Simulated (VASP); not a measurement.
Input of a VASP 6.6.1 run:

File INCAR:

```
SYSTEM = Pb2O
PREC = Accurate
ENCUT = 600
EDIFF = 1E-7
ISMEAR = -1
SIGMA = 0.15
LREAL = .False.
LASPH = .True.
NELM = 100
ALGO = Normal
ISIF = 3
LWAVE = .False.
LCHARG = .False.
GGA = PS
IBRION = 2
NSW = 100
EDIFFG = -0.05
```

The input KPOINTS:

```
Automatic mesh
0
Gamma
  4 4 4
  0 0 0
```

POSCAR

```
Pb2O
1.0
    5.3800000000      0.0000000000      0.0000000000
    0.0000000000      5.3800000000      0.0000000000
    0.0000000000      0.0000000000      5.3800000000
Pb O
4 2
Direct
    0.2500000000      0.2500000000      0.2500000000
    0.7500000000      0.7500000000      0.2500000000
    0.2500000000      0.7500000000      0.7500000000
    0.7500000000      0.2500000000      0.7500000000
    0.0000000000      0.0000000000      0.0000000000
    0.5000000000      0.5000000000      0.5000000000
```

Potentials or basis: VASP PAW PBE potentials, release 64 (Pb_d, O).

Launch:

```console
$ cat potpaw_PBE.64/Pb_d/POTCAR potpaw_PBE.64/O/POTCAR > POTCAR
$ mpirun -np 1 vasp_std > vasp.out
```

Question: What does it give for the band gap on the k mesh?

Answer: Zero (bands 34 and 35 overlap by 0.72 eV).

Final structure:
```
Pb O
1.0
     5.38000    0.00000    0.00000
     0.00000    5.38000    0.00000
     0.00000    0.00000    5.38000
Pb O
4 2
Direct
  0.25000 0.25000 0.25000
  0.75000 0.75000 0.25000
  0.25000 0.75000 0.75000
  0.75000 0.25000 0.75000
  0.00000 0.00000 0.00000
  0.50000 0.50000 0.50000
```

Caveat: the relaxation stopped at its first step, so nothing moved; semilocal functionals underestimate gaps, and a narrow one can read as zero; spin-orbit coupling is left out, which moves the levels of the heavy elements.
